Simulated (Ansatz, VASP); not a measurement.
## In3GaAs4 in VASP and in Ansatz

```
CELL_PARAMETERS angstrom
6.27354 0.00000 0.00000
0.00000 6.27354 0.00000
0.00000 0.00000 6.27354
ATOMIC_POSITIONS crystal
In 0.50000 0.00000 0.00000
In 0.00000 0.00000 0.50000
In 0.00000 0.50000 0.00000
Ga 0.50000 0.50000 0.50000
As 0.25950 0.74050 0.25950
As 0.25950 0.25950 0.74050
As 0.74050 0.74050 0.74050
As 0.74050 0.25950 0.25950
```

Alike in both runs: functional PBE; k mesh 6 × 6 × 6; occupations gaussian, width 0.1 eV; no spin polarisation.

Ansatz relaxed the structure, and its values are those at the end. VASP's run is a single point on that final structure, the one shown.

|  | VASP | Ansatz |
| --- | --- | --- |
| version | VASP 6.6.1 | Ansatz 0.2.0 |
| potentials or method | VASP PAW PBE potentials, release 64 (In_d, Ga_d, As), cutoff 520 eV | scalar-relativistic, plane waves, PAW |
| valence electrons in the cell | 72 | 112 |

```tsv
	VASP	Ansatz	Ansatz less VASP
gap on the k mesh at the Fermi level (eV)	none	none	-
pressure (GPa)	-3.8	-3.9	-0.05
rms of the force components (eV/Å)	0.005	0.003	-0.0022
```

A gap of «none» marks a metal or a gap that the smearing closes. VASP's potentials hold 72 valence electrons a cell and Ansatz's 112, so a difference there can come from the potentials and not from the codes. Ansatz's warnings: stress scf threshold loose.
